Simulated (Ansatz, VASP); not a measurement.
# Two plane-wave programs on Au

The input INCAR:

```
ALGO     = Normal         # electronic algorithm
EDIFF    = 1E-6           # SCF threshold, eV
ENCUT    = 520            # plane-wave cutoff, eV
GGA      = RE             # functional
ISIF     = 2              # what is computed and relaxed
ISMEAR   = -1             # smearing method
LASPH    = True           # aspherical terms in the spheres
LCHARG   = True           # write CHGCAR
LELF     = True           # ELF
LREAL    = False          # projectors in reciprocal space
LVHAR    = True         
LWAVE    = False          # write WAVECAR
NBANDS   = 12             # bands
NELM     = 100            # most SCF steps
PREC     = Accurate       # precision mode
SIGMA    = 0.1            # smearing width, eV
```

The input KPOINTS:

```
k-points
0
Gamma
  15 15 15
```

File POSCAR:

```
Au
1.0
   -1.6174147541      1.6174147541      1.6174147541
    1.6174147541     -1.6174147541      1.6174147541
    1.6174147541      1.6174147541     -1.6174147541
Au
1
Direct
    0.0000000000      0.0000000000      0.0000000000
```

Input for Ansatz:

```yaml
crystal:
  lattice:
    - [-1.6174147541, 1.6174147541, 1.6174147541]
    - [1.6174147541, -1.6174147541, 1.6174147541]
    - [1.6174147541, 1.6174147541, -1.6174147541]
  atoms:
    - { symbol: Au, position: [0.0, 0.0, 0.0] }
hamiltonian:
  xc: revpbe
  pseudopotentials:
    kind: paw
    azcp:
      Au: "pseudopotentials/Au.paw.azcp"
basis:
  ecutwfc: 420
  fft_grid_basis: typed
kpoints:
  mp_grid: { grid: [15, 15, 15], shift: [0, 0, 0] }
magnetization:
  spin_polarized: false
scf:
  occupations: { method: fermi_dirac, width: 0.1 }
  lower_state_search: "off"
output:
  stress: true
```

Alike in both runs: task single point; functional revPBE; k mesh 15 × 15 × 15; occupations fermi-dirac, width 0.1 eV; no spin polarisation.

```csv
,VASP,Ansatz
version,VASP 6.6.1,Ansatz 0.2.0
potentials or method,"VASP PAW PBE potentials, release 64 (Au), cutoff 520 eV","plane waves (420 eV) with PAW, scalar-relativistic"
valence electrons in the cell,11,19
```

|  | VASP | Ansatz | Ansatz less VASP |
| --- | --- | --- | --- |
| pressure (GPa) | 13.3 | 13.6 | +0.32 |

VASP's potentials were made for PBE, not for revPBE. The functional is the same, so the differences come from potentials, cutoffs and numerics. VASP's potentials hold 11 valence electrons a cell and Ansatz's 19, so a difference there can come from the potentials and not from the codes.

Spin-orbit coupling is off throughout.
